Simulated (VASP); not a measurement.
# WS2 (e600) (P6_3/mmc) in VASP: single point with PBE+D3(BJ)

Aim: the single point of WS2 (e600) with PBE+D3(BJ).

Program: VASP 6.6.1. These are calculated values, not measurements. Logs are shortened: lines on timing, memory, paths and dates and some standing lists are left out, and cuts for length are marked.

## (1) The cell of the first run

The structure is hexagonal, space group P6_3/mmc (No. 194). Conventional cell: a = 3.154 Å, b = 3.154 Å, c = 12.140 Å, α = 90.00°, β = 90.00°, γ = 120.00°. W (site symmetry -6m2) has 6 S at 2.41 Å and 6 W at 3.15 Å within 3.2 Å. Within 3.2 Å of S (site symmetry 3m) lie 3 W at 2.41 Å and 7 S at 3.15 Å.

## (2) Single point, PBE+D3(BJ)

INCAR

```
SYSTEM = WS2
ALGO     = Normal         ! electronic algorithm
EDIFF    = 1E-6           ! SCF threshold, eV
ENCUT    = 520            ! plane-wave cutoff, eV
GGA      = PE             ! functional
ISIF     = 2              ! what is computed and relaxed
ISMEAR   = 0              ! smearing method
IVDW     = 12             ! dispersion correction
LASPH    = .True.         ! aspherical terms in the spheres
LCHARG   = .False.        ! write CHGCAR
LREAL    = .False.        ! projectors in reciprocal space
LWAVE    = .False.        ! write WAVECAR
NBANDS   = 35             ! bands
NELM     = 60             ! most SCF steps
PREC     = Accurate       ! precision mode
SIGMA    = 0.02           ! smearing width, eV
```

KPOINTS

```
k-points
0
Gamma
  12 12 4
  0 0 0
```

POSCAR

```
WS2
1.0
    3.1540215093      0.0000000000      0.0000000000
   -1.5770107547      2.7314627512      0.0000000000
    0.0000000000      0.0000000000     12.1397359304
W S
2 4
Direct
    0.3333333333      0.6666666667      0.2500000000
    0.6666666667      0.3333333333      0.7500000000
    0.3333333333      0.6666666667      0.6202842800
    0.6666666667      0.3333333333      0.1202842800
    0.3333333333      0.6666666667      0.8797157200
    0.6666666667      0.3333333333      0.3797157200
```

Potentials or basis: VASP PAW PBE potentials, release 64 (W_sv, S).

The run is started by

```sh
$ cat potpaw_PBE.64/W_sv/POTCAR potpaw_PBE.64/S/POTCAR > POTCAR
$ mpirun -np 1 vasp_std > vasp.out
```

OUTCAR:

```text
SYSTEM = WS2
   EDIFF = 1E-6
   ENCUT = 520
   GGA = PE
   ISIF = 2
   ISMEAR = 0
   IVDW = 12
   LASPH = .True.
   LREAL = .False.
   NELM = 60
   PREC = Accurate
 IVDW          = 12

 ion  position               nearest neighbor table
   1  0.333  0.667  0.250-   4 2.41   6 2.41   4 2.41   6 2.41   4 2.41   6 2.41
   2  0.667  0.333  0.750-   3 2.41   5 2.41   3 2.41   5 2.41   3 2.41   5 2.41
   3  0.333  0.667  0.620-   2 2.41   2 2.41   2 2.41
   4  0.667  0.333  0.120-   1 2.41   1 2.41   1 2.41
   5  0.333  0.667  0.880-   2 2.41   2 2.41   2 2.41
   6  0.667  0.333  0.380-   1 2.41   1 2.41   1 2.41

  LATTYP: Found a hexagonal cell.
 ALAT       =     3.1540215093
 C/A-ratio  =     3.8489705586

  Lattice vectors:

 A1 = (   3.1540215093,   0.0000000000,   0.0000000000)
 A2 = (  -1.5770107547,   2.7314627512,   0.0000000000)
 A3 = (   0.0000000000,   0.0000000000,  12.1397359304)

Analysis of symmetry for initial positions (statically):
=====================================================================
 Subroutine PRICEL returns:
 Original cell was already a primitive cell.

 Routine SETGRP: Setting up the symmetry group for a
 hexagonal supercell.

 Subroutine GETGRP returns: Found 24 space group operations
 (whereof 12 operations were pure point group operations)
 out of a pool of 24 trial point group operations.

The static configuration has the point symmetry D_3d.
 The point group associated with its full space group is D_6h.

Analysis of symmetry for dynamics (positions and initial velocities):
=====================================================================
 Subroutine PRICEL returns:
 Original cell was already a primitive cell.

 Routine SETGRP: Setting up the symmetry group for a
 hexagonal supercell.

 Subroutine GETGRP returns: Found 24 space group operations
 (whereof 12 operations were pure point group operations)
 out of a pool of 24 trial point group operations.

The dynamic configuration has the point symmetry D_3d.
 The point group associated with its full space group is D_6h.

 Subroutine INISYM returns: Found 24 space group operations
 (whereof 12 operations are pure point group operations),
 and found     1 'primitive' translations

----------------------------------------------------------------------------------------

[... 101 lines left out ...]
   LREAL  =      F    real-space projection
   EDIFFG = 0.1E-04   stopping-criterion for IOM
   NSW    =      0    number of steps for IOM
   IBRION =     -1    ionic relax: 0-MD 1-quasi-New 2-CG
   NFREE  =      0    steps in history (QN), initial steepest desc. (CG)
   ISIF   =      2    stress and relaxation
   ISYM   =      2    0-nonsym 1-usesym 2-fastsym
   POTIM  = 0.5000    time-step for ionic-motion
   TEBEG  =    0.0;   TEEND  =   0.0 temperature during run
   PSTRESS=    0.0 pullay stress
   NELECT =      52.0000    total number of electrons
   NUPDOWN=      -1.0000    fix difference up-down
   EMIN   =  10.00;   EMAX   =-10.00  energy-range for DOS
   EFERMI =   0.00;   METHOD = LEGACY
   ISMEAR =     0;   SIGMA  =   0.02  broadening in eV -4-tet -1-fermi 0-gaus
   EFERMI_NEDOS =   21; number of points for ismear=-14 and -15
   IALGO  =     38    algorithm
   IMIX   =      4    mixing-type and parameters
     AMIX     =   0.40;   BMIX     =  1.00
     AMIX_MAG =   1.60;   BMIX_MAG =  1.00
  volume/ion in A,a.u.               =      17.43       117.63
  Fermi-wavevector in a.u.,A,eV,Ry     =   1.296939  2.450859 22.885691  1.682051
  Thomas-Fermi vector in A             =   2.428363
   LORBIT       =      0    0 simple, 1 ext, 2 COOP (PROOUT), +10 PAW based schemes
   GGA     = PE    functional components
   LHFCALC =     F    Hartree Fock is set to
   AEXX    =    0.0000 exact exchange contribution
   IVDW    =    12    specifies the selected vdW correction
   LEPSILON=     F    determine dielectric tensor
   LRPA    =     F    only Hartree local field effects (RPA)
 non-spin polarized calculation
 Gauss-broadening in eV      SIGMA  =   0.02
  energy-cutoff  :      520.00
  volume of cell :      104.58
 maximum number of plane-waves:      2841
 NGX is ok and might be reduce to    24
   NGX = 11   NGY = 11   NGZ = 45

 number of electron      51.9999998 magnetization

 Free energy of the ion-electron system (eV)
  ---------------------------------------------------
  ext. energy  EPLUGINS =         0.00000000
  ---------------------------------------------------
  free energy    TOTEN  =       -47.18882426 eV

  energy without entropy =      -47.18882426  energy(sigma->0) =      -47.18882426

 E-fermi :   7.9244     XC(G=0): -11.0793

 val. band max:        7.7328023829   @ k =   0.0000   0.0000   0.0000
 cond. band min:       8.6389265495   @ k =   0.1667   0.1667   0.0000
 fundamental gap:      0.9061241666
 Fermi energy:         7.9243779557

 k-point     1 :       0.0000    0.0000    0.0000
  band No.  band energies     occupation
      1     -66.9170      2.00000
      2     -66.9170      2.00000
      3     -31.1746      2.00000
      4     -31.1745      2.00000
      5     -30.9964      2.00000
      6     -30.9964      2.00000
[... 901 lines left out ...]
     34      11.7321      0.00000
     35      13.4732      0.00000

 [... further k-points ...]

------------------------ aborting loop because EDIFF is reached ----------------------------------------

 Edisp (eV)   -2.61114

 E8    (eV) :    -1.0973

  FORCE on cell =-STRESS in cart. coord.  units (eV):
  Direction    XX          YY          ZZ          XY          YZ          ZX
  --------------------------------------------------------------------------------------
  -------------------------------------------------------------------------------------
  Total      -0.01747    -0.01747    -0.01900     0.00000     0.00000     0.00000
  in kB      -0.26767    -0.26767    -0.29112     0.00000     0.00000     0.00000
  external pressure =       -0.28 kB  Pullay stress =        0.00 kB

 VOLUME and BASIS-vectors are now :
 -----------------------------------------------------------------------------
  energy-cutoff  :      520.00
  volume of cell :      104.58
      direct lattice vectors                 reciprocal lattice vectors
     3.154021509  0.000000000  0.000000000     0.317055542  0.183052103  0.000000000
    -1.577010755  2.731462751  0.000000000     0.000000000  0.366104205  0.000000000
     0.000000000  0.000000000 12.139735930     0.000000000  0.000000000  0.082374115

 POSITION                                       TOTAL-FORCE (eV/Angst)
 -----------------------------------------------------------------------------------
     -0.00000      1.82098      3.03493        -0.000000      0.000000      0.000000
      1.57701      0.91049      9.10480         0.000000     -0.000000      0.000000
     -0.00000      1.82098      7.53009         0.000000      0.000000     -0.002600
      1.57701      0.91049      1.46022        -0.000000      0.000000     -0.002600
     -0.00000      1.82098     10.67952        -0.000000     -0.000000      0.002600
      1.57701      0.91049      4.60965         0.000000      0.000000      0.002600
 -----------------------------------------------------------------------------------
    total drift:                               -0.000000      0.000000     -0.000000

  FREE ENERGIE OF THE ION-ELECTRON SYSTEM (eV)
  ---------------------------------------------------
  free  energy   TOTEN  =       -49.7999623319 eV

  energy  without entropy=      -49.7999623319  energy(sigma->0) =      -49.79996233
```

stdout:

```text
POSCAR found type information on POSCAR W S
 POSCAR found :  2 types and       6 ions
 scaLAPACK will be used
 LDA part: xc-table for (Slater+PW92), standard interpolation
 POSCAR, INCAR and KPOINTS ok, starting setup
 FFT: planning ... GRIDC
 FFT: planning ... GRID_SOFT
 FFT: planning ... GRID
 WAVECAR not read
 entering main loop
```

Wall time 2.3 min (1 thread of Intel Xeon Platinum 8375C at 2.90GHz (Ice Lake), shared host); peak memory 0.33 GiB.

Results:

| Property | Result |
| --- | --- |
| Free energy | -49.8000 eV |
| Pressure | 0.0 GPa |
| Band gap on the k mesh | 0.91 eV, indirect (least direct gap 1.83 eV) |
| Dispersion energy per atom | -0.435 eV |

Forces on the atoms (eV/Å):
```
W    0.000  0.000  0.000
W    0.000  0.000  0.000
S    0.000  0.000 -0.003
S    0.000  0.000 -0.003
S    0.000  0.000  0.003
S    0.000  0.000  0.003
```

Caveat: spin-orbit coupling is left out, which moves the levels of the heavy elements. A hybrid or GW would open this gap; PBE tends to underestimate it.
